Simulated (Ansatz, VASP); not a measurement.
Two plane-wave programs on TiSnTe3

```xyz
5
Lattice="5.4944 0.0000 0.0000 0.0000 5.4944 0.0000 0.0000 0.0000 6.7519" Properties=species:S:1:pos:R:3 pbc="T T T"
Ti    2.7472    2.7472    4.4452
Sn    0.0000    0.0000    5.9068
Te    0.0000    2.7472    4.4983
Te    2.7472    0.0000    4.4983
Te    0.0000    0.0000    1.8829
```

Alike in both runs: functional PBE; k mesh 4 × 4 × 4; occupations gaussian, width 0.1 eV; no spin polarisation.

Ansatz relaxed the structure, and its values are those at the end. VASP's run is a single point on that final structure, the one shown.

```csv
,VASP,Ansatz
version,VASP 6.6.1,Ansatz 0.2.0
potentials or method,"VASP PAW PBE potentials, release 64 (Ti_sv, Sn_d, Te), cutoff 520 eV","scalar-relativistic, plane waves, PAW"
valence electrons in the cell,44,74
```

VASP gave:

```
gap on the k mesh at the Fermi level (eV) : none
pressure (GPa)                            : 0.0
rms of the force components (eV/Å)        : 0.010
```

Task: Which values does Ansatz return?

Result: gap on the k mesh at the Fermi level (eV): none; pressure (GPa): 0.0; rms of the force components (eV/Å): 0.012.

A gap of «none» marks a metal or a gap that the smearing closes. VASP's potentials hold 44 valence electrons a cell and Ansatz's 74, so a difference there can come from the potentials and not from the codes.

Neither program's run includes spin-orbit coupling.
